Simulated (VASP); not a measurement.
A run of VASP 6.6.1:

Contents of INCAR:

```
ALGO = Normal
EDIFF = 1E-6
ENCUT = 520
ISIF = 2
ISMEAR = -1
LASPH = T
LCHARG = F
LREAL = F
LWAVE = F
NBANDS = 18
NELM = 80
PREC = Accurate
SIGMA = 0.05
```

Contents of KPOINTS:

```
k-points
0
Gamma
  11 11 5
```

File POSCAR:

```
Ta
1.0
    2.8611730502      0.0000000000      0.0000000000
   -1.4305865251      2.4778485461      0.0000000000
    0.0000000000      0.0000000000      5.0964509272
Ta
2
Direct
    0.3333333333      0.6666666667      0.2500000000
    0.6666666667      0.3333333333      0.7500000000
```

Potentials or basis: VASP PAW LDA potentials, release 64 (Ta_pv).

The run is started by

```console
$ cat potpaw_LDA.64/Ta_pv/POTCAR > POTCAR
$ mpirun -np 1 vasp_std > vasp.out
```

Hardware: 1 thread of Intel Xeon 6975P-C (shared host).

**Question.** How long does it take, and how much memory?

**Answer.** Run time: 11 s on 1 thread of Intel Xeon 6975P-C (shared host), peak memory 0.15 GiB. Counts: scf iterations 11, k points 48.
